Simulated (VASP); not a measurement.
# SrLi8Be7 (a cell with a defect) in VASP: single point with PBE

Aim: the single point of SrLi8Be7 (a cell with a defect) with PBE.

Everything below comes from runs of VASP 6.6.1. Logs are shortened: lines on timing, memory, paths and dates and some standing lists are left out, and cuts for length are marked.

### Step 1. The cell of the first run

The cell holds a defect, 16 atoms: a = 5.622 Å, b = 5.622 Å, c = 5.622 Å, α = 90.00°, β = 90.00°, γ = 90.00°.

### Step 2. Single point, PBE

File INCAR:

```
PREC     = Accurate       # precision mode
ENCUT    = 650            # plane-wave cutoff, eV
EDIFF    = 1E-6           # SCF threshold, eV
ISMEAR   = -1             # smearing method
SIGMA    = 0.15           # smearing width, eV
LREAL    = F              # projectors in reciprocal space
LASPH    = T              # aspherical terms in the spheres
NELM     = 120            # most SCF steps
ALGO     = Normal         # electronic algorithm
ISIF     = 2              # what is computed and relaxed
LWAVE    = F              # write WAVECAR
LCHARG   = F              # write CHGCAR
GGA      = PE             # functional
NBANDS   = 38             # bands
GGA_COMPAT= F
```

File KPOINTS:

```
regular mesh
0
Gamma
  3 3 3
```

File POSCAR:

```
SrLi8Be7
1.0
    5.6223060000      0.0000000000      0.0000000000
    0.0000000000      5.6223060000      0.0000000000
    0.0000000000      0.0000000000      5.6223060000
Li Sr Be
8 1 7
Direct
    0.0000000000      0.0000000000      0.0000000000
    0.0000000000      0.0000000000      0.5000000000
    0.0000000000      0.5000000000      0.0000000000
    0.0000000000      0.5000000000      0.5000000000
    0.5000000000      0.0000000000      0.0000000000
    0.5000000000      0.0000000000      0.5000000000
    0.5000000000      0.5000000000      0.0000000000
    0.5000000000      0.5000000000      0.5000000000
    0.2500000000      0.2500000000      0.2500000000
    0.2500000000      0.2500000000      0.7500000000
    0.2500000000      0.7500000000      0.2500000000
    0.2500000000      0.7500000000      0.7500000000
    0.7500000000      0.2500000000      0.2500000000
    0.7500000000      0.2500000000      0.7500000000
    0.7500000000      0.7500000000      0.2500000000
    0.7500000000      0.7500000000      0.7500000000
```

Potentials or basis: VASP PAW PBE potentials, release 64 (Li_sv, Sr_sv, Be).

On the command line:

```console
cat potpaw_PBE.64/Li_sv/POTCAR potpaw_PBE.64/Sr_sv/POTCAR potpaw_PBE.64/Be/POTCAR > POTCAR
mpirun -np 1 vasp_std > vasp.out
```

OUTCAR:

```text
PREC = Accurate
   ENCUT = 650
   EDIFF = 1E-6
   ISMEAR = -1
   LREAL = F
   LASPH = T
   NELM = 120
   ISIF = 2
   GGA = PE

 ion  position               nearest neighbor table
   1  0.000  0.000  0.000-   9 2.43  10 2.43  11 2.43  12 2.43  13 2.43  14 2.43  15 2.43  16 2.43

   2  0.000  0.000  0.500-   9 2.43  10 2.43  11 2.43  12 2.43  13 2.43  14 2.43  15 2.43  16 2.43

   3  0.000  0.500  0.000-   9 2.43  10 2.43  11 2.43  12 2.43  13 2.43  14 2.43  15 2.43  16 2.43

   4  0.000  0.500  0.500-   9 2.43  10 2.43  11 2.43  12 2.43  13 2.43  14 2.43  15 2.43  16 2.43

   5  0.500  0.000  0.000-   9 2.43  10 2.43  11 2.43  12 2.43  13 2.43  14 2.43  15 2.43  16 2.43

   6  0.500  0.000  0.500-   9 2.43  10 2.43  11 2.43  12 2.43  13 2.43  14 2.43  15 2.43  16 2.43

   7  0.500  0.500  0.000-   9 2.43  10 2.43  11 2.43  12 2.43  13 2.43  14 2.43  15 2.43  16 2.43

   8  0.500  0.500  0.500-   9 2.43  10 2.43  11 2.43  12 2.43  13 2.43  14 2.43  15 2.43  16 2.43

   9  0.250  0.250  0.250-   1 2.43   2 2.43   3 2.43   4 2.43   5 2.43   6 2.43   7 2.43   8 2.43
                            10 2.81  11 2.81  13 2.81  10 2.81  11 2.81  13 2.81
  10  0.250  0.250  0.750-   1 2.43   2 2.43   3 2.43   4 2.43   5 2.43   6 2.43   7 2.43   8 2.43
                             9 2.81   9 2.81
  11  0.250  0.750  0.250-   1 2.43   2 2.43   3 2.43   4 2.43   5 2.43   6 2.43   7 2.43   8 2.43
                             9 2.81   9 2.81
  12  0.250  0.750  0.750-   1 2.43   2 2.43   3 2.43   4 2.43   5 2.43   6 2.43   7 2.43   8 2.43

  13  0.750  0.250  0.250-   1 2.43   2 2.43   3 2.43   4 2.43   5 2.43   6 2.43   7 2.43   8 2.43
                             9 2.81   9 2.81
  14  0.750  0.250  0.750-   1 2.43   2 2.43   3 2.43   4 2.43   5 2.43   6 2.43   7 2.43   8 2.43

  15  0.750  0.750  0.250-   1 2.43   2 2.43   3 2.43   4 2.43   5 2.43   6 2.43   7 2.43   8 2.43

  16  0.750  0.750  0.750-   1 2.43   2 2.43   3 2.43   4 2.43   5 2.43   6 2.43   7 2.43   8 2.43

  LATTYP: Found a simple cubic cell.
 ALAT       =     5.6223060000

  Lattice vectors:

 A1 = (   5.6223060000,   0.0000000000,   0.0000000000)
 A2 = (   0.0000000000,   5.6223060000,   0.0000000000)
 A3 = (   0.0000000000,   0.0000000000,   5.6223060000)

Analysis of symmetry for initial positions (statically):
=====================================================================
 Subroutine PRICEL returns:
 Original cell was already a primitive cell.

 Routine SETGRP: Setting up the symmetry group for a
 simple cubic supercell.

 Subroutine GETGRP returns: Found 48 space group operations
 (whereof  6 operations were pure point group operations)
 out of a pool of 48 trial point group operations.

The static configuration has the point symmetry C_3v.
 The point group associated with its full space group is O_h .

Analysis of symmetry for dynamics (positions and initial velocities):
=====================================================================
 Subroutine PRICEL returns:
 Original cell was already a primitive cell.

 Routine SETGRP: Setting up the symmetry group for a
 simple cubic supercell.

 Subroutine GETGRP returns: Found 48 space group operations
 (whereof  6 operations were pure point group operations)
 out of a pool of 48 trial point group operations.

The dynamic configuration has the point symmetry C_3v.
 The point group associated with its full space group is O_h .

 Subroutine INISYM returns: Found 48 space group operations
 (whereof  6 operations are pure point group operations),
 and found     1 'primitive' translations

----------------------------------------------------------------------------------------

                                     Primitive cell

  volume of cell :     177.7229

  direct lattice vectors                    reciprocal lattice vectors
     5.622306000  0.000000000  0.000000000     0.177862962  0.000000000  0.000000000
     0.000000000  5.622306000  0.000000000     0.000000000  0.177862962  0.000000000
     0.000000000  0.000000000  5.622306000     0.000000000  0.000000000  0.177862962

  length of vectors
     5.622306000  5.622306000  5.622306000     0.177862962  0.177862962  0.177862962

  position of ions in fractional coordinates (direct lattice)
     0.000000000  0.000000000  0.000000000
     0.000000000  0.000000000  0.500000000
     0.000000000  0.500000000  0.000000000
     0.000000000  0.500000000  0.500000000
     0.500000000  0.000000000  0.000000000
     0.500000000  0.000000000  0.500000000
[... 8 lines left out ...]
     0.750000000  0.750000000  0.250000000
     0.750000000  0.750000000  0.750000000

  ion indices of the primitive-cell ions
   primitive index   ion index
                 1           1
                 2           2
                 3           3
                 4           4
                 5           5
                 6           6
[... 8 lines left out ...]
                15          15
                16          16

----------------------------------------------------------------------------------------

 KPOINTS: regular mesh

Automatic generation of k-mesh.
 Grid dimensions read from file:
 generate k-points for:    3    3    3

 Generating k-lattice:

  Cartesian coordinates                     Fractional coordinates (reciprocal lattice)
     0.059287654  0.000000000  0.000000000     0.333333333  0.000000000  0.000000000
     0.000000000  0.059287654  0.000000000     0.000000000  0.333333333  0.000000000
     0.000000000  0.000000000  0.059287654     0.000000000  0.000000000  0.333333333

  Length of vectors
     0.059287654  0.059287654  0.059287654

  Shift w.r.t. Gamma in fractional coordinates (k-lattice)
     0.000000000  0.000000000  0.000000000

 Subroutine IBZKPT returns following result:
 ===========================================

 Found      4 irreducible k-points:

 Following reciprocal coordinates:
            Coordinates               Weight
  0.000000  0.000000  0.000000      1.000000
  0.333333  0.000000  0.000000      6.000000
  0.333333  0.333333  0.000000     12.000000
  0.333333  0.333333  0.333333      8.000000
   k-points           NKPTS =      4   k-points in BZ     NKDIM =      4   number of bands    NBANDS=     38
   number of dos      NEDOS =    301   number of ions     NIONS =     16
   total plane-waves  NPLWV = 110592
   dimension x,y,z NGX =    48 NGY =   48 NGZ =   48
   dimension x,y,z NGXF=    96 NGYF=   96 NGZF=   96
   ions per type =               8   1   7
   NGX,Y,Z   is equivalent  to a cutoff of  14.19, 14.19, 14.19 a.u.
   NGXF,Y,Z  is equivalent  to a cutoff of  28.39, 28.39, 28.39 a.u.
 SYSTEM =  unknown system
   PREC   = accura    normal or accurate (medium, high low for compatibility)
   ISTART =      0    job   : 0-new  1-cont  2-samecut
   ICHARG =      2    charge: 1-file 2-atom 10-const
   ISPIN  =      1    spin polarized calculation?
   LNONCOLLINEAR =      F non collinear calculations
   LSORBIT =      F    spin-orbit coupling
   LASPH  =      T    aspherical Exc in radial PAW
   ENCUT  =  650.0 eV  47.77 Ry    6.91 a.u.  11.69 11.69 11.69*2*pi/ulx,y,z
   NELM   =    120;   NELMIN=  2; NELMDL= -5     # of ELM steps
   EDIFF  = 0.1E-05   stopping-criterion for ELM
   LREAL  =      F    real-space projection
   EDIFFG = 0.1E-04   stopping-criterion for IOM
   NSW    =      0    number of steps for IOM
   IBRION =     -1    ionic relax: 0-MD 1-quasi-New 2-CG
   NFREE  =      0    steps in history (QN), initial steepest desc. (CG)
   ISIF   =      2    stress and relaxation
   ISYM   =      2    0-nonsym 1-usesym 2-fastsym
   POTIM  = 0.5000    time-step for ionic-motion
   TEBEG  =    0.0;   TEEND  =   0.0 temperature during run
   PSTRESS=    0.0 pullay stress
   NELECT =      48.0000    total number of electrons
   NUPDOWN=      -1.0000    fix difference up-down
   EMIN   =  10.00;   EMAX   =-10.00  energy-range for DOS
   EFERMI =   0.00;   METHOD = LEGACY
   ISMEAR =    -1;   SIGMA  =   0.15  broadening in eV -4-tet -1-fermi 0-gaus
   EFERMI_NEDOS =   21; number of points for ismear=-14 and -15
   IALGO  =     38    algorithm
   IMIX   =      4    mixing-type and parameters
     AMIX     =   0.40;   BMIX     =  1.00
     AMIX_MAG =   1.60;   BMIX_MAG =  1.00
  volume/ion in A,a.u.               =      11.11        74.96
  Fermi-wavevector in a.u.,A,eV,Ry     =   1.058215  1.999737 15.236075  1.119820
  Thomas-Fermi vector in A             =   2.193517
   LORBIT       =      0    0 simple, 1 ext, 2 COOP (PROOUT), +10 PAW based schemes
   GGA     = PE    functional components
   LHFCALC =     F    Hartree Fock is set to
   AEXX    =    0.0000 exact exchange contribution
   IVDW    =     0    specifies the selected vdW correction
   LEPSILON=     F    determine dielectric tensor
   LRPA    =     F    only Hartree local field effects (RPA)
 non-spin polarized calculation
  energy-cutoff  :      650.00
  volume of cell :      177.72
 maximum number of plane-waves:      6708
 NGX is ok and might be reduce to    48
   NGX = 23   NGY = 23   NGZ = 23

 number of electron      48.0000049 magnetization

 Free energy of the ion-electron system (eV)
  ---------------------------------------------------
  ext. energy  EPLUGINS =         0.00000000
  ---------------------------------------------------
  free energy    TOTEN  =       -33.53858369 eV

  energy without entropy =      -33.10171809  energy(sigma->0) =      -33.32015089

 E-fermi :   3.6894     XC(G=0):  -9.5110

 val. band max:        3.6515952928   @ k =   0.0000   0.0000   0.0000
 cond. band min:       3.8040474500   @ k =   0.3333   0.3333   0.3333
 fundamental gap:      0.1524521572
 Fermi energy:         3.6894454590

 k-point     1 :       0.0000    0.0000    0.0000
  band No.  band energies     occupation
      1     -41.5961      2.00000
      2     -41.5733      2.00000
      3     -41.5733      2.00000
      4     -41.5733      2.00000
      5     -41.5542      2.00000
      6     -41.5542      2.00000
[... 28 lines left out ...]
     35       9.0252      0.00000
     36       9.0252      0.00000

 k-point     2 :       0.3333    0.0000    0.0000
  band No.  band energies     occupation
      1     -41.5907      2.00000
      2     -41.5788      2.00000
      3     -41.5686      2.00000
      4     -41.5686      2.00000
      5     -41.5589      2.00000
      6     -41.5589      2.00000
[... 28 lines left out ...]
     35       8.8278      0.00000
     36       8.9990      0.00000

 k-point     3 :       0.3333    0.3333    0.0000
  band No.  band energies     occupation
      1     -41.5854      2.00000
      2     -41.5743      2.00000
      3     -41.5736      2.00000
      4     -41.5639      2.00000
      5     -41.5639      2.00000
      6     -41.5545      2.00000
[... 28 lines left out ...]
     35       8.0920      0.00000
     36       9.2419      0.00000

 k-point     4 :       0.3333    0.3333    0.3333
  band No.  band energies     occupation
      1     -41.5802      2.00000
      2     -41.5697      2.00000
      3     -41.5688      2.00000
      4     -41.5688      2.00000
      5     -41.5595      2.00000
      6     -41.5592      2.00000
[... 28 lines left out ...]
     35       8.0654      0.00000
     36       8.1814      0.00000
 [bands above 36 left out]

------------------------ aborting loop because EDIFF is reached ----------------------------------------

  FORCE on cell =-STRESS in cart. coord.  units (eV):
  Direction    XX          YY          ZZ          XY          YZ          ZX
  --------------------------------------------------------------------------------------
  -------------------------------------------------------------------------------------
  Total       11.7896725     11.7896725     11.7896725      0.0000000      0.0000000      0.0000000
  in kB      106.2842435    106.2842435    106.2842435      0.0000000      0.0000000      0.0000000
  external PRESSURE =     106.2842435 kB  Pullay stress =       0.0000000 kB

 VOLUME and BASIS-vectors are now :
 -----------------------------------------------------------------------------
  energy-cutoff  :      650.00
  volume of cell :      177.72
      direct lattice vectors                 reciprocal lattice vectors
     5.622306000  0.000000000  0.000000000     0.177862962  0.000000000  0.000000000
     0.000000000  5.622306000  0.000000000     0.000000000  0.177862962  0.000000000
     0.000000000  0.000000000  5.622306000     0.000000000  0.000000000  0.177862962

 POSITION                                       TOTAL-FORCE (eV/Angst)
 -----------------------------------------------------------------------------------
      0.00000      0.00000      0.00000        -0.722112     -0.722112     -0.722112
      0.00000      0.00000      2.81115        -0.722112     -0.722112      0.722112
      0.00000      2.81115      0.00000        -0.722112      0.722112     -0.722112
      0.00000      2.81115      2.81115        -0.722112      0.722112      0.722112
      2.81115      0.00000      0.00000         0.722112     -0.722112     -0.722112
      2.81115      0.00000      2.81115         0.722112     -0.722112      0.722112
[... 8 lines left out ...]
      4.21673      4.21673      1.40558         0.000000      0.000000      0.000000
      4.21673      4.21673      4.21673         0.000000      0.000000     -0.000000
 -----------------------------------------------------------------------------------
    total drift:                                0.000000      0.000000      0.000000

  FREE ENERGIE OF THE ION-ELECTRON SYSTEM (eV)
  ---------------------------------------------------
  free  energy   TOTEN  =       -33.5385836877 eV

  energy  without entropy=      -33.1017180877  energy(sigma->0) =      -33.32015089
```

It took 90 s on 1 thread of AMD EPYC 7R43 (Zen 3), shared host; peak memory 0.29 GiB.

What came out:

```yaml
Free_energy: -33.5386 eV
Pressure: 10.6 GPa
Largest_force: 1.251 eV/Å
Band_gap_on_the_k_mesh: zero (bands 24 and 25 overlap by 0.61 eV)
```

Forces on the atoms (eV/Å):
```
Li  -0.722 -0.722 -0.722
Li  -0.722 -0.722  0.722
Li  -0.722  0.722 -0.722
Li  -0.722  0.722  0.722
Li   0.722 -0.722 -0.722
Li   0.722 -0.722  0.722
Li   0.722  0.722 -0.722
Li   0.722  0.722  0.722
Sr   0.000  0.000  0.000
Be   0.000  0.000  0.000
Be   0.000  0.000  0.000
Be   0.000  0.000  0.000
Be   0.000  0.000  0.000
Be   0.000  0.000  0.000
Be   0.000  0.000  0.000
Be   0.000  0.000  0.000
```

Levels at points of the mesh, in eV from the Fermi level:
```tsv
k point	band 22	band 23	band 24	band 25	band 26	band 27	band 28	band 29
(0.00, 0.00, 0.00)	-1.40	-0.04	-0.04	-0.04	0.46	0.46	1.73	1.73
```

Caveat: the k points lie up to 0.37 Å⁻¹ apart, too coarse for converged energies and pressures of a metal.
